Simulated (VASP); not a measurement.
Write the native input for VASP 6.6.1 that does the following.

```yaml
Task: single point
Functional: PBEsol
Potentials_or_basis: VASP PAW PBE potentials, release 64 (Ge_d, Pd, C)
Cutoff: 520 eV
k_mesh: 7 × 7 × 3
Occupations: fermi-dirac, width 0.1 eV
Spin: no spin polarisation
Hubbard_terms: Pd d U = 1.34 eV
Dipole_correction: no
Further_INCAR_settings: ALGO = Normal; EDIFF = 1e-07; NBANDS = 34
```

The structure of Ge2Pd2C lies in POSCAR:

```
Ge2Pd2C
1.0
    1.5730220000      2.7245510000      0.0000000000
   -1.5730220000      2.7245510000      0.0000000000
    0.0000000000      0.0000000000      7.9077860000
Ge Pd C
2 2 1
Direct
    0.3333000000      0.3334000000      0.8343000000
    0.6667000000      0.6666000000      0.1657000000
    0.3333000000      0.3334000000      0.3547500000
    0.6667000000      0.6666000000      0.6452500000
    0.0000000000      0.0000000000      0.5000000000
```

One way to write it, as run:

INCAR

```
SYSTEM = Ge2Pd2C
PREC = Accurate
ENCUT = 520
EDIFF = 1E-7
ISMEAR = -1
SIGMA = 0.1
LREAL = .False.
LASPH = .True.
NELM = 150
ALGO = Normal
ISIF = 2
LWAVE = .False.
LCHARG = .False.
LMAXMIX = 4
LDAU = .True.
LDAUTYPE = 2
LDAUL = -1 2 -1
LDAUU = 0 1.34 0
LDAUJ = 0 0 0
LDAUPRINT = 1
GGA = PS
NBANDS = 34
```

KPOINTS

```
regular mesh
0
Gamma
  7 7 3
  0 0 0
```

Potentials or basis: VASP PAW PBE potentials, release 64 (Ge_d, Pd, C).

The run is started by

```bash
$ cat potpaw_PBE.64/Ge_d/POTCAR potpaw_PBE.64/Pd/POTCAR potpaw_PBE.64/C/POTCAR > POTCAR
$ mpirun -np 1 vasp_std > vasp.out
```

It gave:

```yaml
Pressure: 25.7 GPa
Largest_force: 3.552 eV/Å
Band_gap_on_the_k_mesh: zero (band 26 reaches 11.56 eV, above the bottom of band 27 at 8.62 eV)
```

Caveat: the PAW data sets were made with another functional, which shifts forces and pressure a little; U without spin polarisation on a metal has little footing; the U is typed as a test and isn't derived for this compound.

It took 100 s on 1 thread of Oxide Virtual Turin-like Processor, with other jobs on the host, peak memory 0.2 GiB.
